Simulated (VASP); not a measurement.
Write the native input for VASP 6.6.1 that does the following.

- Task: single point
- Functional: PBE
- Potentials or basis: VASP PAW PBE potentials, release 64 (Sr_sv, O)
- Cutoff: 520 eV
- k mesh: 8 × 8 × 8
- Occupations: gaussian, width 0.05 eV
- Spin: no spin polarisation
- Dipole correction: no
- Further INCAR settings: ALGO = Normal; EDIFF = 1e-06; NBANDS = 15

The structure of SrO lies in POSCAR:

```
SrO
1.0
    0.0000000000      2.8051830992      2.7012874288
    2.8051830992      0.0000000000      2.7012874288
    2.8051830992      2.8051830992      0.0000000000
Sr O
1 1
Direct
    0.0000000000      0.0000000000      0.0000000000
    0.5000000000      0.5000000000      0.5000000000
```

This cell differs from its parent crystal: strain +0.080 along x and y, +0.040 along z.

The input as run:

INCAR

```
PREC = Accurate ; ENCUT = 520
EDIFF = 1E-6 ; ISMEAR = 0
SIGMA = 0.05 ; LREAL = F
LASPH = T ; NELM = 60
ALGO = Normal ; ISIF = 2
LWAVE = F ; LCHARG = F
GGA = PE ; NBANDS = 15
```

KPOINTS

```
regular mesh
0
Gamma
  8 8 8
```

Potentials or basis: VASP PAW PBE potentials, release 64 (Sr_sv, O).

Command:

```bash
$ cat potpaw_PBE.64/Sr_sv/POTCAR potpaw_PBE.64/O/POTCAR > POTCAR
$ mpirun -np 1 vasp_std > vasp.out
```

It gave:

```json
{"Pressure": "-10.2 GPa", "Band gap on the k mesh": "2.53 eV, direct"}
```

Caveat: the cell differs from its parent crystal (strain +0.080 along x and y, +0.040 along z).

Run time: 44 s on 1 thread of Intel Xeon 6975P-C, with other jobs on the host, peak memory 0.19 GiB.
